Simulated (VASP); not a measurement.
A run of VASP 6.6.1:

File INCAR:

```
SYSTEM = C
PREC     = Accurate       ! precision mode
ENCUT    = 600            ! plane-wave cutoff, eV
EDIFF    = 1E-7           ! SCF threshold, eV
ISMEAR   = 0              ! smearing method
SIGMA    = 0.01           ! smearing width, eV
LREAL    = .False.        ! projectors in reciprocal space
LASPH    = .True.         ! aspherical terms in the spheres
NELM     = 120            ! most SCF steps
ALGO     = Normal         ! electronic algorithm
ISIF     = 3              ! what is computed and relaxed
LWAVE    = .False.        ! write WAVECAR
LCHARG   = .False.        ! write CHGCAR
GGA      = PS             ! functional
IBRION   = 2              ! ionic algorithm
NSW      = 100            ! ionic steps
EDIFFG   = -0.002         ! ionic threshold
PSTRESS  = 40.0         
GGA_COMPAT= .False.      
NELMIN   = 4
```

The input KPOINTS:

```
Automatic mesh
0
Gamma
  10 10 4
  0 0 0
```

POSCAR

```
C
1.0
    2.4588354590      0.0000000000      0.0000000000
   -1.2294177295      2.1294139712      0.0000000000
    0.0000000000      0.0000000000      7.2856777555
C
4
Direct
    0.0000000000      0.0000000000      0.0025001780
    0.0000000000      0.0000000000      0.5025001780
    0.3333333333      0.6666666667      0.0024998220
    0.6666666667      0.3333333333      0.5024998220
```

Potentials or basis: VASP PAW PBE potentials, release 64 (C).

Run with:

```sh
$ cat potpaw_PBE.64/C/POTCAR > POTCAR
$ mpirun -np 1 vasp_std > vasp.out
```

Hardware: 1 thread of Intel(R) Xeon(R) Platinum 8488C (Sapphire Rapids), with other jobs on the host.

Q: How long does it take, and how much memory?

A: Wall time 110 s on 1 thread of Intel(R) Xeon(R) Platinum 8488C (Sapphire Rapids), on a shared host, peak memory 0.16 GiB. Counts: scf iterations 104, k points 42, ion steps 13.
